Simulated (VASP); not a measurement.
# SiC3 (P-4m2) in VASP: dielectric tensor with r2SCAN

Aim: the dielectric tensor of SiC3 with r2SCAN.

Everything below comes from runs of VASP 6.6.1. Logs are shortened: lines on timing, memory, paths and dates and some standing lists are left out, and cuts for length are marked.

### 1 The cell of the first run

It takes space group P-4m2 (No. 115, tetragonal). The conventional cell has a = 2.796 Å, b = 2.796 Å, c = 4.090 Å, α = 90.00°, β = 90.00°, γ = 90.00°. Within 2.2 Å of C (site symmetry 2mm) lie 2 C at 1.65 Å and 2 Si at 1.82 Å. C (site symmetry -4m2) has 4 C at 1.65 Å within 2.2 Å. Within 2.4 Å of Si (site symmetry -4m2) lie 4 C at 1.82 Å.

### 2 Dielectric tensor, r2SCAN

Input file INCAR:

```
PREC = Accurate ; ENCUT = 520
EDIFF = 1E-8 ; ISMEAR = 0
SIGMA = 0.01 ; LREAL = F
LASPH = T ; NELM = 60
ALGO = Normal ; ISIF = 2
LWAVE = F ; LCHARG = F
METAGGA = R2SCAN ; LMIXTAU = T
LCALCEPS = T
```

Input file KPOINTS:

```
Automatic mesh
0
Gamma
  8 8 6
```

Input file POSCAR:

```
SiC3
1.0
    2.7964006865      0.0000000000      0.0000000000
    0.0000000000      2.7964006865      0.0000000000
    0.0000000000      0.0000000000      4.0900436056
C Si
3 1
Direct
    0.5000000000      0.0000000000      0.7862689763
    0.5000000000      0.5000000000      0.0000000000
    0.0000000000      0.5000000000      0.2137310237
    0.0000000000      0.0000000000      0.5000000000
```

Potentials or basis: VASP PAW PBE potentials, release 64 (C, Si).

Started as:

```sh
$ cat potpaw_PBE.64/C/POTCAR potpaw_PBE.64/Si/POTCAR > POTCAR
$ mpirun -np 1 vasp_std > vasp.out
```

OUTCAR:

```text
PREC = Accurate
   ENCUT = 520
   EDIFF = 1E-8
   ISMEAR = 0
   LREAL = F
   LASPH = T
   NELM = 60
   ISIF = 2
   METAGGA = R2SCAN

 ion  position               nearest neighbor table
   1  0.500  0.000  0.786-   2 1.65   2 1.65   4 1.82   4 1.82
   2  0.500  0.500  0.000-   1 1.65   3 1.65   1 1.65   3 1.65
   3  0.000  0.500  0.214-   2 1.65   2 1.65   4 1.82   4 1.82
   4  0.000  0.000  0.500-   1 1.82   3 1.82   3 1.82   1 1.82

  LATTYP: Found a simple tetragonal cell.
 ALAT       =     2.7964006865
 C/A-ratio  =     1.4626099991

  Lattice vectors:

 A1 = (   2.7964006865,   0.0000000000,   0.0000000000)
 A2 = (   0.0000000000,   2.7964006865,   0.0000000000)
 A3 = (   0.0000000000,   0.0000000000,   4.0900436056)

Analysis of symmetry for initial positions (statically):
=====================================================================
 Subroutine PRICEL returns:
 Original cell was already a primitive cell.

 Routine SETGRP: Setting up the symmetry group for a
 simple tetragonal supercell.

 Subroutine GETGRP returns: Found  8 space group operations
 (whereof  8 operations were pure point group operations)
 out of a pool of 16 trial point group operations.

The static configuration has the point symmetry D_2d.

Analysis of symmetry for dynamics (positions and initial velocities):
=====================================================================
 Subroutine PRICEL returns:
 Original cell was already a primitive cell.

 Routine SETGRP: Setting up the symmetry group for a
 simple tetragonal supercell.

 Subroutine GETGRP returns: Found  8 space group operations
 (whereof  8 operations were pure point group operations)
 out of a pool of 16 trial point group operations.

The dynamic configuration has the point symmetry D_2d.

 Subroutine INISYM returns: Found  8 space group operations
 (whereof  8 operations are pure point group operations),
 and found     1 'primitive' translations

----------------------------------------------------------------------------------------

                                     Primitive cell

  volume of cell :      31.9836

  direct lattice vectors                    reciprocal lattice vectors
     2.796400687  0.000000000  0.000000000     0.357602544  0.000000000  0.000000000
     0.000000000  2.796400687  0.000000000     0.000000000  0.357602544  0.000000000
     0.000000000  0.000000000  4.090043606     0.000000000  0.000000000  0.244496171

  length of vectors
     2.796400687  2.796400687  4.090043606     0.357602544  0.357602544  0.244496171

  position of ions in fractional coordinates (direct lattice)
     0.500000000  0.000000000  0.786268976
     0.500000000  0.500000000  0.000000000
     0.000000000  0.500000000  0.213731024
     0.000000000  0.000000000  0.500000000

  ion indices of the primitive-cell ions
   primitive index   ion index
                 1           1
                 2           2
                 3           3
                 4           4

----------------------------------------------------------------------------------------

 KPOINTS: Automatic mesh

Automatic generation of k-mesh.
 Grid dimensions read from file:
 generate k-points for:    8    8    6

 Generating k-lattice:

  Cartesian coordinates                     Fractional coordinates (reciprocal lattice)
     0.044700318  0.000000000  0.000000000     0.125000000  0.000000000  0.000000000
     0.000000000  0.044700318  0.000000000     0.000000000  0.125000000  0.000000000
     0.000000000  0.000000000  0.040749362     0.000000000  0.000000000  0.166666667

  Length of vectors
     0.044700318  0.044700318  0.040749362

  Shift w.r.t. Gamma in fractional coordinates (k-lattice)
     0.000000000  0.000000000  0.000000000

 Subroutine IBZKPT returns following result:
 ===========================================

 Found     60 irreducible k-points:
[... 48 lines left out ...]
   EDIFFG = 0.1E-06   stopping-criterion for IOM
   NSW    =      0    number of steps for IOM
   IBRION =     -1    ionic relax: 0-MD 1-quasi-New 2-CG
   NFREE  =      0    steps in history (QN), initial steepest desc. (CG)
   ISIF   =      2    stress and relaxation
   ISYM   =      2    0-nonsym 1-usesym 2-fastsym
   POTIM  = 0.5000    time-step for ionic-motion
   TEBEG  =    0.0;   TEEND  =   0.0 temperature during run
   PSTRESS=    0.0 pullay stress
   NELECT =      16.0000    total number of electrons
   NUPDOWN=      -1.0000    fix difference up-down
   EMIN   =  10.00;   EMAX   =-10.00  energy-range for DOS
   EFERMI =   0.00;   METHOD = LEGACY
   ISMEAR =     0;   SIGMA  =   0.01  broadening in eV -4-tet -1-fermi 0-gaus
   EFERMI_NEDOS =   21; number of points for ismear=-14 and -15
   IALGO  =     38    algorithm
   IMIX   =      4    mixing-type and parameters
     AMIX     =   0.40;   BMIX     =  1.00
     AMIX_MAG =   1.60;   BMIX_MAG =  1.00
  volume/ion in A,a.u.               =       8.00        53.96
  Fermi-wavevector in a.u.,A,eV,Ry     =   1.299589  2.455866 22.979297  1.688931
  Thomas-Fermi vector in A             =   2.430843
   LORBIT       =      0    0 simple, 1 ext, 2 COOP (PROOUT), +10 PAW based schemes
   METAGGA = R2SCAN    functional components
   LHFCALC =     F    Hartree Fock is set to
   AEXX    =    0.0000 exact exchange contribution
   IVDW    =     0    specifies the selected vdW correction
   LEPSILON=     F    determine dielectric tensor
   LRPA    =     F    only Hartree local field effects (RPA)
   LRPA       =     F
 non-spin polarized calculation
 Gauss-broadening in eV      SIGMA  =   0.01
  energy-cutoff  :      520.00
  volume of cell :       31.98
 maximum number of plane-waves:       888
 NGX is ok and might be reduce to    24
   NGX = 11   NGY = 11   NGZ = 15

 Total electronic dipole moment: p[elc]=(     0.01014     0.00000     0.00000 ) |e| Angst

 number of electron      16.0000000 magnetization

 Free energy of the ion-electron system (eV)
  ---------------------------------------------------
  ext. energy  EPLUGINS =         0.00000000
  ---------------------------------------------------
  free energy    TOTEN  =       -36.73091342 eV

  energy without entropy =      -36.73091342  energy(sigma->0) =      -36.73091342

 E-fermi :   9.4146     XC(G=0): -12.8342

 val. band max:        9.3505716542   @ k =   0.0000   0.0000   0.0000
 cond. band min:   10000.0000000000   @ k =   0.0000   0.0000   0.0000
 fundamental gap:   9990.6494283458
 Fermi energy:         9.4145578593

 k-point     1 :       0.0000    0.0000    0.0000
  band No.  band energies     occupation
      1     -10.3375      2.00000
      2      -3.4812      2.00000
      3      -1.9788      2.00000
      4       3.6787      2.00000
      5       3.6790      2.00000
      6       8.6838      2.00000
      7       9.3503      2.00000
      8       9.3506      2.00000
      9   10000.0000      0.00000
     10   10000.0000      0.00000
     11   10000.0000      0.00000
     12   10000.0000      0.00000
[... 331 lines left out ...]
 k-point    24 :       0.5000    0.1250    0.1667
  band No.  band energies     occupation
      1      -6.9039      2.00000
      2      -5.2971      2.00000
      3      -0.8424      2.00000
      4       0.7165      2.00000
      5       3.7263      2.00000
      6       4.4287      2.00000
      7       4.5697      2.00000
      8       7.3879      2.00000
      9   10000.0000      0.00000
     10   10000.0000      0.00000
     11   10000.0000      0.00000
     12   10000.0000      0.00000

 [... further k-points ...]

------------------------ aborting loop because EDIFF is reached ----------------------------------------

            Ionic dipole moment: p[ion]=(   -11.18560   -11.18560    -8.18009 ) |e| Angst

 Total electronic dipole moment: p[elc]=(     0.00000    -0.00000     0.01046 ) |e| Angst

 MACROSCOPIC STATIC DIELECTRIC TENSOR (including local field effects)
 ------------------------------------------------------
           6.736915    -0.000000     0.000000
          -0.000000     6.736915     0.000000
           0.000000     0.000000     6.915339
 ------------------------------------------------------

 PIEZOELECTRIC TENSOR (including local field effects) (e Angst)
          XX          YY          ZZ          XY          YZ          ZX
  --------------------------------------------------------------------------------
  x     0.00000     0.00000    -0.00000     0.00000     0.00000    -1.00699
  y     0.00000     0.00000     0.00000     0.00000     1.00698     0.00000
  z    -1.30921     1.30921     0.00000     0.00000     0.00000     0.00000

 PIEZOELECTRIC TENSOR (including local field effects) (C/m^2)
          XX          YY          ZZ          XY          YZ          ZX
  --------------------------------------------------------------------------------
  x     0.00000     0.00000    -0.00000     0.00000     0.00000    -0.50444
  y     0.00000     0.00000     0.00000     0.00000     0.50443     0.00000
  z    -0.65583     0.65583     0.00000     0.00000     0.00000     0.00000

 BORN EFFECTIVE CHARGES (including local field effects) (in |e|, cummulative output)
 ---------------------------------------------------------------------------------
 ion    1
    1    -1.91527     0.00000     0.00000
    2     0.00000    -1.49999     0.00000
    3     0.00000     0.00000    -1.61412
 ion    2
    1     0.96167     0.00000     0.00000
    2     0.00000     0.96167     0.00000
    3     0.00000     0.00000     0.66839
 ion    3
    1    -1.49999     0.00000     0.00000
    2     0.00000    -1.91527     0.00000
    3     0.00000     0.00000    -1.61412
 ion    4
    1     2.45360     0.00000     0.00000
    2     0.00000     2.45360     0.00000
    3     0.00000     0.00000     2.55985

  FORCE on cell =-STRESS in cart. coord.  units (eV):
  Direction    XX          YY          ZZ          XY          YZ          ZX
  --------------------------------------------------------------------------------------
  -------------------------------------------------------------------------------------
  Total        0.0221843      0.0221843     -0.0306862      0.0000000      0.0000000      0.0000000
  in kB        1.1112960      1.1112960     -1.5371871      0.0000000      0.0000000      0.0000000
  external PRESSURE =       0.2284683 kB  Pullay stress =       0.0000000 kB

 VOLUME and BASIS-vectors are now :
 -----------------------------------------------------------------------------
  energy-cutoff  :      520.00
  volume of cell :       31.98
      direct lattice vectors                 reciprocal lattice vectors
     2.796400687  0.000000000  0.000000000     0.357602544  0.000000000  0.000000000
     0.000000000  2.796400687  0.000000000     0.000000000  0.357602544  0.000000000
     0.000000000  0.000000000  4.090043606     0.000000000  0.000000000  0.244496171

 POSITION                                       TOTAL-FORCE (eV/Angst)
 -----------------------------------------------------------------------------------
      1.39820      0.00000      3.21587         0.000000      0.000000     -0.046677
      1.39820      1.39820      0.00000         0.000000     -0.000000      0.000000
      0.00000      1.39820      0.87417         0.000000      0.000000      0.046677
      0.00000      0.00000      2.04502         0.000000      0.000000      0.000000
 -----------------------------------------------------------------------------------
    total drift:                                0.000000     -0.000000      0.000000

  FREE ENERGIE OF THE ION-ELECTRON SYSTEM (eV)
  ---------------------------------------------------
  free  energy   TOTEN  =       -36.7309134215 eV

  energy  without entropy=      -36.7309134215  energy(sigma->0) =      -36.73091342
```

Run time: 12 min. Hardware: 1 thread of Intel Xeon 6975P-C (Granite Rapids), shared host; peak memory 0.33 GiB.

What came out:

- Band gap on the k mesh: 1.78 eV (least direct gap 2.15 eV)
- Electronic dielectric tensor (diagonal): 6.74, 6.74, 6.92
- Born charges (mean of the diagonal): C -1.68, +0.86 (each value once); Si +2.49 e

Levels at points of the mesh, in eV from the valence-band top:
| k point | band 5 | band 6 | band 7 | band 8 | band 9 | band 10 | band 11 | band 12 |
| --- | --- | --- | --- | --- | --- | --- | --- | --- |
| (0.00, 0.00, 0.00) | -5.67 | -0.67 | 0.00 | 0.00 | 2.15 | 3.11 | 5.47 | 5.98 |
| (0.50, 0.00, 0.00) | -6.71 | -6.45 | -4.12 | -0.94 | 5.05 | 6.33 | 6.64 | 8.07 |
| (0.50, 0.50, 0.00) | -6.36 | -5.55 | -5.55 | -4.12 | 1.97 | 1.97 | 2.22 | 5.65 |
| (0.00, 0.00, 0.50) | -5.18 | -4.20 | -1.53 | -1.53 | 2.94 | 3.28 | 6.53 | 8.44 |
| (0.50, 0.00, 0.50) | -3.99 | -2.80 | -2.38 | -0.82 | 3.26 | 6.01 | 6.60 | 6.61 |
| (0.50, 0.50, 0.50) | -7.42 | -6.96 | -6.96 | -6.60 | 5.98 | 5.98 | 6.59 | 9.33 |

Electronic dielectric tensor:
```
6.74 0.00 0.00
0.00 6.74 0.00
0.00 0.00 6.92
```

Born effective charge tensors (e):
atom 1, C
```
-1.92  0.00  0.00
 0.00 -1.50  0.00
 0.00  0.00 -1.61
```
atom 2, C
```
0.96 0.00 0.00
0.00 0.96 0.00
0.00 0.00 0.67
```
atom 3, C
```
-1.50  0.00  0.00
 0.00 -1.92  0.00
 0.00  0.00 -1.61
```
atom 4, Si
```
2.45 0.00 0.00
0.00 2.45 0.00
0.00 0.00 2.56
```

Dipole moments of the cell (e·Å, modulo the quantum): ionic -11.186, -11.186, -8.180; electronic 0.000, 0.000, 0.010

Caveat: the PAW data sets were made with another functional, which shifts forces and pressure a little. A k mesh can miss the band edges.

The gap in the log of VASP goes by the Fermi energy; the results here count the filled bands.